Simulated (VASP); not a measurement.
The system is BeS.

```xyz
2
Lattice="0.0000 2.4343 2.4343 2.4343 0.0000 2.4343 2.4343 2.4343 0.0000" Properties=species:S:1:pos:R:3 pbc="T T T"
Be    0.0000    0.0000    0.0000
S     1.2172    1.2172    1.2172
```

Program: VASP 6.6.1. Alike in all runs: task single point; potentials or basis VASP PAW PBE potentials, release 64 (Be, S); no spin polarisation; cell as given; cutoff (eV) 520; smearing gaussian 0.01 eV.

**Question.** Order these runs on this cell by their band gap on the k mesh, lowest first.
A. level HSE06; k mesh 6 × 6 × 6; grid for exact exchange (PRECFOCK) Normal; share of exact exchange 0.25; screening parameter 0.2079 1/Å
B. level r2SCAN; k mesh 8 × 8 × 8
C. level PBE; k mesh 8 × 8 × 8

**Answer.** C (3.14 eV), B (3.60 eV), A (4.08 eV).

A k mesh can miss the band edges.
